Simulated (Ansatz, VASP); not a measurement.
**Two plane-wave programs on WC**

```xyz
2
Lattice="2.9340 0.0000 0.0000 -1.4670 2.5409 0.0000 0.0000 0.0000 2.8559" Properties=species:S:1:pos:R:3 pbc="T T T"
W     0.0000    0.0000    0.0000
C     1.4670    0.8470    1.4279
```

Alike in both runs: functional RPBE; k mesh 11 × 11 × 9; occupations fermi-dirac, width 0.05 eV; no spin polarisation.

Ansatz relaxed the structure, and its values are those at the end. VASP's run is a single point on that final structure, the one shown.

|  | VASP | Ansatz |
| --- | --- | --- |
| version | VASP 6.6.1 | Ansatz 0.2.0 |
| potentials or method | VASP PAW PBE potentials, release 64 (W_sv, C) | plane waves, PAW |
| plane-wave cutoff (eV) | 520 | 420 |
| valence electrons in the cell | 18 | 18 |

Ansatz gave:

| Quantity | Value |
| --- | --- |
| pressure (GPa) | 0.0 |

Task: Which values does VASP return?

Result: Pressure (GPa): 1.0.

VASP's potentials were made for PBE, not for RPBE.

Neither program's run includes spin-orbit coupling.
